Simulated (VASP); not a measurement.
Write the native input for VASP 6.6.1 that does the following.

* Task: single point
* Functional: r2SCAN
* Potentials or basis: VASP PAW PBE potentials, release 64 (Cd)
* Cutoff: 520 eV
* k mesh: 12 × 12 × 6
* Occupations: methfessel-paxton, width 0.6 eV
* Spin: no spin polarisation
* Dipole correction: no
* Further INCAR settings: ALGO = Normal; EDIFF = 1e-06; NBANDS = 19

The system is Cd.

```xyz
2
Lattice="2.9509 0.0000 0.0000 -1.4755 2.5556 0.0000 0.0000 0.0000 5.8839" Properties=species:S:1:pos:R:3 pbc="T T T"
Cd    0.0000    1.7037    1.4710
Cd    1.4755    0.8519    4.4129
```

One way to write it, as run:

POSCAR

```
Cd
1.0
    2.9509006248      0.0000000000      0.0000000000
   -1.4754503124      2.5555549051      0.0000000000
    0.0000000000      0.0000000000      5.8838547497
Cd
2
Direct
    0.3333333333      0.6666666667      0.2500000000
    0.6666666667      0.3333333333      0.7500000000
```

INCAR.step1

```
ALGO     = Normal         # electronic algorithm
EDIFF    = 1E-4           # SCF threshold, eV
ENCUT    = 520            # plane-wave cutoff, eV
GGA      = PE             # functional
ISMEAR   = 1              # smearing method
LASPH    = T              # aspherical terms in the spheres
LCHARG   = F              # write CHGCAR
LREAL    = F              # projectors in reciprocal space
LWAVE    = T              # write WAVECAR
NBANDS   = 19             # bands
NELM     = 100            # most SCF steps
PREC     = Accurate       # precision mode
SIGMA    = 0.6            # smearing width, eV
```

INCAR.step2

```
ALGO     = Normal         # electronic algorithm
EDIFF    = 1E-6           # SCF threshold, eV
ENCUT    = 520            # plane-wave cutoff, eV
ISIF     = 2              # what is computed and relaxed
ISMEAR   = 1              # smearing method
ISTART   = 1            
LASPH    = T              # aspherical terms in the spheres
LCHARG   = F              # write CHGCAR
LMIXTAU  = T            
LREAL    = F              # projectors in reciprocal space
LWAVE    = F              # write WAVECAR
METAGGA  = R2SCAN         # meta-GGA
NBANDS   = 19             # bands
NELM     = 100            # most SCF steps
PREC     = Accurate       # precision mode
SIGMA    = 0.6            # smearing width, eV
```

KPOINTS

```
k-points
0
Gamma
  12 12 6
```

Potentials or basis: VASP PAW PBE potentials, release 64 (Cd).

The run is started by

```bash
$ cat potpaw_PBE.64/Cd/POTCAR > POTCAR
$ cp INCAR.step1 INCAR
$ mpirun -np 1 vasp_std > vasp.out
$ cp INCAR.step2 INCAR
$ mpirun -np 1 vasp_std > vasp.out
```

It gave:

```
Pressure               : 0.2 GPa
Band gap on the k mesh : zero (band 12 reaches 4.06 eV, above the bottom of band 13 at -0.37 eV)
```

Caveat: the PAW data sets were made with another functional, which shifts forces and pressure a little.

It took 2 min on 1 thread of Intel(R) Xeon(R) Platinum 8488C (Sapphire Rapids), with other jobs on the host, peak memory 0.2 GiB.
